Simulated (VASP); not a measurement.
**HW5C: relaxation of the atoms with PBEsol**

HW5C, a slab with vacuum:

```
W C H
1.0
     3.15436    0.00000    0.00000
     0.00000    3.15436    0.00000
     0.00000    0.00000   26.40872
W C H
5 1 1
Direct
  0.50000 0.50000 0.32186
  0.00000 0.00000 0.38159
  0.50000 0.50000 0.44000
  0.00000 0.00000 0.50151
  0.50000 0.50000 0.55439
  0.50000 0.50000 0.64452
  0.50000 0.50000 0.68617
```

| Property | Result |
| --- | --- |
| Program | VASP 6.6.1 |
| Task | relaxation of the atoms |
| Functional | PBEsol |
| Potentials or basis | VASP PAW PBE potentials, release 64 (W_sv, C, H) |
| Cutoff | 520 eV |
| k mesh | 9 × 9 × 1 |
| Occupations | gaussian, width 0.1 eV |
| Spin | no spin polarisation |
| Dipole correction | yes |
| Atoms held fixed (from 0) | [0, 1] |
| Further INCAR settings | ALGO = Fast; EDIFF = 1e-06; IBRION = 2; EDIFFG = -0.03; NSW = 90 |

```json
{
  "Energy gained by relaxing": "266.4 meV/atom",
  "Ionic steps": "26",
  "Band gap on the k mesh": "zero (an odd number of electrons rules out a gap without spin polarisation)"
}
```

Step by step:
```tsv
step	energy change (eV)	largest force on free atoms (eV/Å)	pressure (GPa)
1	0.0000	5.7415	-4.57
2	-1.1243	4.0903	-5.93
3	-1.1997	3.6836	-6.33
4	-1.6510	2.3545	-5.12
5	-1.6555	2.0396	-5.28
6	-1.1712	10.2538	-4.76
7	-1.7449	1.0196	-5.35
8	-1.8134	0.6217	-5.30
9	-1.8210	0.4507	-5.23
10	-1.8254	0.5447	-4.98
11	-1.8265	0.4716	-5.06
12	-1.8319	0.3318	-4.91
13	-1.8333	0.3964	-4.79
14	-1.8386	0.2931	-4.70
15	-1.8502	0.3550	-4.42
16	-1.8528	0.7164	-3.83
17	-1.8553	0.4979	-4.09
18	-1.8587	0.2921	-3.99
19	-1.8605	0.2378	-3.86
20	-1.8622	0.1882	-3.82
21	-1.8644	0.0681	-3.71
22	-1.8646	0.1060	-3.68
23	-1.8648	0.0633	-3.68
24	-1.8650	0.0988	-3.68
25	-1.8650	0.0526	-3.68
26	-1.8651	0.0160	-3.68
```

Final structure:
```
W C H
1.0
     3.15436    0.00000    0.00000
     0.00000    3.15436    0.00000
     0.00000    0.00000   26.40872
W C H
5 1 1
Direct
  0.50000 0.50000 0.32186
  0.00000 0.00000 0.38159
  0.50000 0.50000 0.44082
  0.00000 0.00000 0.50196
  0.50000 0.50000 0.56168
  0.50000 0.50000 0.63197
  0.50000 0.50000 0.67360
```

Levels at points of the mesh, in eV from the Fermi level:
| k point | band 35 | band 36 | band 37 | band 38 | band 39 | band 40 |
| --- | --- | --- | --- | --- | --- | --- |
| (0.00, 0.00, 0.00) | -0.53 | -0.24 | -0.07 | -0.07 | -0.04 | 0.63 |

It took 87 min on 1 thread of Oxide Virtual Turin-like Processor, with other jobs on the host, peak memory 0.41 GiB.

Caveat: the PAW data sets were made with another functional, which shifts forces and pressure a little; spin-orbit coupling is left out, which moves the levels of the heavy elements.
